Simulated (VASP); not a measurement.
# Mg2CdO3 in VASP: notebook

Mg2CdO3 is run at these levels: PBE; tasks: single point, relaxation of cell and atoms.

Program: VASP 6.6.1. These are calculated values, not measurements. Logs are shortened: lines on timing, memory, paths and dates and some standing lists are left out, and cuts for length are marked.

## 1. The cell of the first run

It takes space group P-3m1 (No. 164, trigonal). Conventional cell: a = 3.118 Å, b = 3.118 Å, c = 7.786 Å, α = 90.00°, β = 90.00°, γ = 120.00°. Mg (site symmetry 3m) has 6 O at 2.14 to 2.17 Å within 2.8 Å. Cd (site symmetry -3m) has 6 O at 2.35 Å and 6 Cd at 3.12 Å and 6 Mg at 3.23 Å within 3.3 Å. Within 2.8 Å of O (site symmetry 3m) lie 3 Mg at 2.14 Å and 3 Cd at 2.35 Å. O (site symmetry -3m) has 6 Mg at 2.17 Å and 12 O at 2.98 to 3.12 Å within 3.2 Å.

## 2. Single point, PBE

INCAR reads:

```
SYSTEM = Mg2CdO3
PREC     = Accurate       ! precision mode
ENCUT    = 520            ! plane-wave cutoff, eV
EDIFF    = 1E-7           ! SCF threshold, eV
ISMEAR   = 0              ! smearing method
SIGMA    = 0.02           ! smearing width, eV
LREAL    = .False.        ! projectors in reciprocal space
LASPH    = .True.         ! aspherical terms in the spheres
NELM     = 60             ! most SCF steps
ALGO     = Normal         ! electronic algorithm
ISIF     = 2              ! what is computed and relaxed
LWAVE    = .False.        ! write WAVECAR
LCHARG   = .False.        ! write CHGCAR
GGA      = PE             ! functional
NBANDS   = 26             ! bands
```

KPOINTS reads:

```
Automatic mesh
0
Gamma
  12 12 4
  0 0 0
```

POSCAR reads:

```
Mg2CdO3
1.0
    3.1180994494      0.0000000000      0.0000000000
   -1.5590497247      2.7003533347      0.0000000000
    0.0000000000      0.0000000000      7.7862967287
Mg Cd O
2 1 3
Direct
    0.6666666667      0.3333333333      0.8437361650
    0.3333333333      0.6666666667      0.1562638350
    0.0000000000      0.0000000000      0.5000000000
    0.3333333333      0.6666666667      0.6949676252
    0.6666666667      0.3333333333      0.3050323748
    0.0000000000      0.0000000000      0.0000000000
```

Potentials or basis: VASP PAW PBE potentials, release 64 (Mg, Cd, O).

Run with:

```sh
> cat potpaw_PBE.64/Mg/POTCAR potpaw_PBE.64/Cd/POTCAR potpaw_PBE.64/O/POTCAR > POTCAR
> mpirun -np 1 vasp_std > vasp.out
```

OUTCAR:

```text
SYSTEM = Mg2CdO3
   PREC = Accurate
   ENCUT = 520
   EDIFF = 1E-7
   ISMEAR = 0
   LREAL = .False.
   LASPH = .True.
   NELM = 60
   ISIF = 2
   GGA = PE

 ion  position               nearest neighbor table
   1  0.667  0.333  0.844-   4 2.14   4 2.14   4 2.14   6 2.17   6 2.17   6 2.17   2 3.03   2 3.03
                             2 3.03   3 3.23   3 3.23   3 3.23
   2  0.333  0.667  0.156-   5 2.14   5 2.14   5 2.14   6 2.17   6 2.17   6 2.17   1 3.03   1 3.03
                             1 3.03   3 3.23   3 3.23   3 3.23
   3  0.000  0.000  0.500-   4 2.35   5 2.35   4 2.35   5 2.35   5 2.35   4 2.35   1 3.23   2 3.23
                             2 3.23   1 3.23   2 3.23   1 3.23
   4  0.333  0.667  0.695-   1 2.14   1 2.14   1 2.14   3 2.35   3 2.35   3 2.35
   5  0.667  0.333  0.305-   2 2.14   2 2.14   2 2.14   3 2.35   3 2.35   3 2.35
   6  0.000  0.000  0.000-   1 2.17   2 2.17   2 2.17   1 2.17   1 2.17   2 2.17

  LATTYP: Found a hexagonal cell.
 ALAT       =     3.1180994494
 C/A-ratio  =     2.4971290541

  Lattice vectors:

 A1 = (   3.1180994494,   0.0000000000,   0.0000000000)
 A2 = (  -1.5590497247,   2.7003533347,   0.0000000000)
 A3 = (   0.0000000000,   0.0000000000,   7.7862967287)

Analysis of symmetry for initial positions (statically):
=====================================================================
 Subroutine PRICEL returns:
 Original cell was already a primitive cell.

 Routine SETGRP: Setting up the symmetry group for a
 hexagonal supercell.

 Subroutine GETGRP returns: Found 12 space group operations
 (whereof 12 operations were pure point group operations)
 out of a pool of 24 trial point group operations.

The static configuration has the point symmetry D_3d.

Analysis of symmetry for dynamics (positions and initial velocities):
=====================================================================
 Subroutine PRICEL returns:
 Original cell was already a primitive cell.

 Routine SETGRP: Setting up the symmetry group for a
 hexagonal supercell.

 Subroutine GETGRP returns: Found 12 space group operations
 (whereof 12 operations were pure point group operations)
 out of a pool of 24 trial point group operations.

The dynamic configuration has the point symmetry D_3d.

 Subroutine INISYM returns: Found 12 space group operations
 (whereof 12 operations are pure point group operations),
 and found     1 'primitive' translations

----------------------------------------------------------------------------------------

                                     Primitive cell

  volume of cell :      65.5604

  direct lattice vectors                    reciprocal lattice vectors
     3.118099449  0.000000000  0.000000000     0.320708180  0.185160954  0.000000000
    -1.559049725  2.700353335  0.000000000     0.000000000  0.370321908  0.000000000
     0.000000000  0.000000000  7.786296729     0.000000000  0.000000000  0.128430759

  length of vectors
     3.118099449  3.118099449  7.786296729     0.370321908  0.370321908  0.128430759

  position of ions in fractional coordinates (direct lattice)
     0.666666667  0.333333333  0.843736165
     0.333333333  0.666666667  0.156263835
     0.000000000  0.000000000  0.500000000
     0.333333333  0.666666667  0.694967625
     0.666666667  0.333333333  0.305032375
     0.000000000  0.000000000  0.000000000

  ion indices of the primitive-cell ions
   primitive index   ion index
                 1           1
                 2           2
                 3           3
                 4           4
                 5           5
                 6           6

----------------------------------------------------------------------------------------

 KPOINTS: Automatic mesh

Automatic generation of k-mesh.
 Grid dimensions read from file:
 generate k-points for:   12   12    4

 Generating k-lattice:

  Cartesian coordinates                     Fractional coordinates (reciprocal lattice)
     0.026725682  0.015430080  0.000000000     0.083333333  0.000000000  0.000000000
     0.000000000  0.030860159  0.000000000     0.000000000  0.083333333  0.000000000
     0.000000000  0.000000000  0.032107690     0.000000000  0.000000000  0.250000000

  Length of vectors
     0.030860159  0.030860159  0.032107690

  Shift w.r.t. Gamma in fractional coordinates (k-lattice)
     0.000000000  0.000000000  0.000000000

 Subroutine IBZKPT returns following result:
 ===========================================

 Found     69 irreducible k-points:

 Following reciprocal coordinates:
            Coordinates               Weight
  0.000000  0.000000  0.000000      1.000000
  0.083333 -0.000000  0.000000      6.000000
  0.166667  0.000000  0.000000      6.000000
  0.250000 -0.000000  0.000000      6.000000
  0.333333 -0.000000  0.000000      6.000000
  0.416667  0.000000  0.000000      6.000000
[... 16 lines left out ...]
  0.166667  0.000000  0.250000      6.000000
  0.000000  0.166667  0.250000      6.000000
 [... further k-points ...]
   k-points           NKPTS =     69   k-points in BZ     NKDIM =     69   number of bands    NBANDS=     26
   number of dos      NEDOS =    301   number of ions     NIONS =      6
   total plane-waves  NPLWV =  34560
   dimension x,y,z NGX =    24 NGY =   24 NGZ =   60
   dimension x,y,z NGXF=    48 NGYF=   48 NGZF=  120
   ions per type =               2   1   3
   NGX,Y,Z   is equivalent  to a cutoff of  12.80, 12.80, 12.81 a.u.
   NGXF,Y,Z  is equivalent  to a cutoff of  25.59, 25.59, 25.62 a.u.
 SYSTEM =  Mg2CdO3
   PREC   = accura    normal or accurate (medium, high low for compatibility)
   ISTART =      0    job   : 0-new  1-cont  2-samecut
   ICHARG =      2    charge: 1-file 2-atom 10-const
   ISPIN  =      1    spin polarized calculation?
   LNONCOLLINEAR =      F non collinear calculations
   LSORBIT =      F    spin-orbit coupling
   LASPH  =      T    aspherical Exc in radial PAW
   ENCUT  =  520.0 eV  38.22 Ry    6.18 a.u.   5.80  5.80 14.48*2*pi/ulx,y,z
   NELM   =     60;   NELMIN=  2; NELMDL= -5     # of ELM steps
   EDIFF  = 0.1E-06   stopping-criterion for ELM
   LREAL  =      F    real-space projection
   EDIFFG = 0.1E-05   stopping-criterion for IOM
   NSW    =      0    number of steps for IOM
   IBRION =     -1    ionic relax: 0-MD 1-quasi-New 2-CG
   NFREE  =      0    steps in history (QN), initial steepest desc. (CG)
   ISIF   =      2    stress and relaxation
   ISYM   =      2    0-nonsym 1-usesym 2-fastsym
   POTIM  = 0.5000    time-step for ionic-motion
   TEBEG  =    0.0;   TEEND  =   0.0 temperature during run
   PSTRESS=    0.0 pullay stress
   NELECT =      34.0000    total number of electrons
   NUPDOWN=      -1.0000    fix difference up-down
   EMIN   =  10.00;   EMAX   =-10.00  energy-range for DOS
   EFERMI =   0.00;   METHOD = LEGACY
   ISMEAR =     0;   SIGMA  =   0.02  broadening in eV -4-tet -1-fermi 0-gaus
   EFERMI_NEDOS =   21; number of points for ismear=-14 and -15
   IALGO  =     38    algorithm
   IMIX   =      4    mixing-type and parameters
     AMIX     =   0.40;   BMIX     =  1.00
     AMIX_MAG =   1.60;   BMIX_MAG =  1.00
  volume/ion in A,a.u.               =      10.93        73.74
  Fermi-wavevector in a.u.,A,eV,Ry     =   1.315287  2.485533 23.537817  1.729981
  Thomas-Fermi vector in A             =   2.445481
   LORBIT       =      0    0 simple, 1 ext, 2 COOP (PROOUT), +10 PAW based schemes
   GGA     = PE    functional components
   LHFCALC =     F    Hartree Fock is set to
   AEXX    =    0.0000 exact exchange contribution
   IVDW    =     0    specifies the selected vdW correction
   LEPSILON=     F    determine dielectric tensor
   LRPA    =     F    only Hartree local field effects (RPA)
 non-spin polarized calculation
 Gauss-broadening in eV      SIGMA  =   0.02
  energy-cutoff  :      520.00
  volume of cell :       65.56
 maximum number of plane-waves:      1784
   NGX = 11   NGY = 11   NGZ = 29

 number of electron      33.9999991 magnetization

 Free energy of the ion-electron system (eV)
  ---------------------------------------------------
  ext. energy  EPLUGINS =         0.00000000
  ---------------------------------------------------
  free energy    TOTEN  =       -31.24166205 eV

  energy without entropy =      -31.24166205  energy(sigma->0) =      -31.24166205

 E-fermi :   2.5988     XC(G=0): -11.1650

 val. band max:        2.4428488430   @ k =   0.0000   0.0000   0.5000
 cond. band min:       4.3725660524   @ k =   0.0000   0.0000   0.0000
 fundamental gap:      1.9297172093
 Fermi energy:         2.5987753382

 k-point     1 :       0.0000    0.0000    0.0000
  band No.  band energies     occupation
      1     -14.6012      2.00000
      2     -14.0521      2.00000
      3     -13.6108      2.00000
      4      -4.6735      2.00000
      5      -4.3045      2.00000
      6      -4.3045      2.00000
[... 18 lines left out ...]
     25      17.5366      0.00000
     26      17.5366      0.00000

 k-point     2 :       0.0833   -0.0000    0.0000
  band No.  band energies     occupation
      1     -14.5477      2.00000
      2     -14.0268      2.00000
      3     -13.5823      2.00000
      4      -4.6094      2.00000
      5      -4.3333      2.00000
      6      -4.2519      2.00000
[... 18 lines left out ...]
     25      17.3779      0.00000
     26      17.5413      0.00000

 k-point     3 :       0.1667    0.0000    0.0000
  band No.  band energies     occupation
      1     -14.3965      2.00000
      2     -13.9566      2.00000
      3     -13.5049      2.00000
      4      -4.5297      2.00000
      5      -4.3092      2.00000
      6      -4.1085      2.00000
[... 572 lines left out ...]
 k-point    23 :       0.1667    0.0000    0.2500
  band No.  band energies     occupation
      1     -14.3463      2.00000
      2     -14.0542      2.00000
      3     -13.4556      2.00000
      4      -4.5438      2.00000
      5      -4.3024      2.00000
      6      -4.1085      2.00000
[... 18 lines left out ...]
     25      16.4608      0.00000
     26      17.2982      0.00000

 k-point    24 :       0.0000    0.1667    0.2500
  band No.  band energies     occupation
      1     -14.3514      2.00000
      2     -14.0454      2.00000
      3     -13.4596      2.00000
      4      -4.5270      2.00000
      5      -4.3195      2.00000
      6      -4.1086      2.00000
[... 18 lines left out ...]
     25      16.2775      0.00000
     26      17.3524      0.00000

 [... further k-points ...]

------------------------ aborting loop because EDIFF is reached ----------------------------------------

  FORCE on cell =-STRESS in cart. coord.  units (eV):
  Direction    XX          YY          ZZ          XY          YZ          ZX
  --------------------------------------------------------------------------------------
  -------------------------------------------------------------------------------------
  Total        0.0406054      0.0406054      0.1324217      0.0000000      0.0000000      0.0000000
  in kB        0.9923237      0.9923237      3.2361458      0.0000000      0.0000000      0.0000000
  external PRESSURE =       1.7402644 kB  Pullay stress =       0.0000000 kB

 VOLUME and BASIS-vectors are now :
 -----------------------------------------------------------------------------
  energy-cutoff  :      520.00
  volume of cell :       65.56
      direct lattice vectors                 reciprocal lattice vectors
     3.118099449  0.000000000  0.000000000     0.320708180  0.185160954  0.000000000
    -1.559049725  2.700353335  0.000000000     0.000000000  0.370321908  0.000000000
     0.000000000  0.000000000  7.786296729     0.000000000  0.000000000  0.128430759

 POSITION                                       TOTAL-FORCE (eV/Angst)
 -----------------------------------------------------------------------------------
      1.55905      0.90012      6.56958         0.000000      0.000000      0.004341
     -0.00000      1.80024      1.21672        -0.000000      0.000000     -0.004341
      0.00000      0.00000      3.89315         0.000000      0.000000      0.000000
     -0.00000      1.80024      5.41122         0.000000     -0.000000      0.116758
      1.55905      0.90012      2.37507        -0.000000      0.000000     -0.116758
      0.00000      0.00000      0.00000         0.000000      0.000000      0.000000
 -----------------------------------------------------------------------------------
    total drift:                                0.000000      0.000000      0.000000

  FREE ENERGIE OF THE ION-ELECTRON SYSTEM (eV)
  ---------------------------------------------------
  free  energy   TOTEN  =       -31.2416620541 eV

  energy  without entropy=      -31.2416620541  energy(sigma->0) =      -31.24166205
```

Run time: 80 s. Hardware: 1 thread of Intel Xeon Platinum 8488C (Sapphire Rapids), shared host; peak memory 0.25 GiB.

Results:

```yaml
Free_energy: -31.2417 eV
Pressure: 0.2 GPa
Largest_force: 0.117 eV/Å
Band_gap_on_the_k_mesh: 1.93 eV (least direct gap 2.07 eV)
```

Forces in eV/Å, atoms in the order of the input:
```
Mg   0.000  0.000  0.004
Mg   0.000  0.000 -0.004
Cd   0.000  0.000  0.000
O    0.000  0.000  0.117
O    0.000  0.000 -0.117
O    0.000  0.000  0.000
```

Stress tensor (GPa, compression positive):
```
0.10 0.00 0.00
0.00 0.10 0.00
0.00 0.00 0.32
```

A k mesh can miss the band edges.

(Part 1 of 3 ends here.)
